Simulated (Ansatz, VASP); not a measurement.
# Two plane-wave programs on Si2P

```xyz
6
Lattice="-3.3036 3.3036 2.2413 3.3036 -3.3036 2.2413 3.3036 3.3036 -2.2413" Properties=species:S:1:pos:R:3 pbc="T T T"
Si    3.3036    1.6518    0.5603
Si    1.6518    3.3036   -0.5603
Si    1.6518    0.0000    1.6809
Si    0.0000    1.6518    2.8016
P     0.0000    0.0000    0.0000
P     0.0000    3.3036    1.1206
```

Alike in both runs: functional PBE; k mesh 6 × 6 × 6; occupations gaussian, width 0.1 eV; no spin polarisation.

Ansatz relaxed the structure, and its values are those at the end. VASP's run is a single point on that final structure, the one shown.

```csv
,VASP,Ansatz
version,VASP 6.6.1,Ansatz 0.2.0
potentials or method,"VASP PAW PBE potentials, release 64 (Si, P), cutoff 520 eV","scalar-relativistic, plane waves, PAW"
valence electrons in the cell,26,26
```

Ansatz gave:

```
gap on the k mesh at the Fermi level (eV) : none
pressure (GPa)                            : 0.0
```

Q: Estimate VASP's values.

A: gap on the k mesh at the Fermi level (eV): none; pressure (GPa): -0.1.

A gap of «none» marks a metal or a gap that the smearing closes.
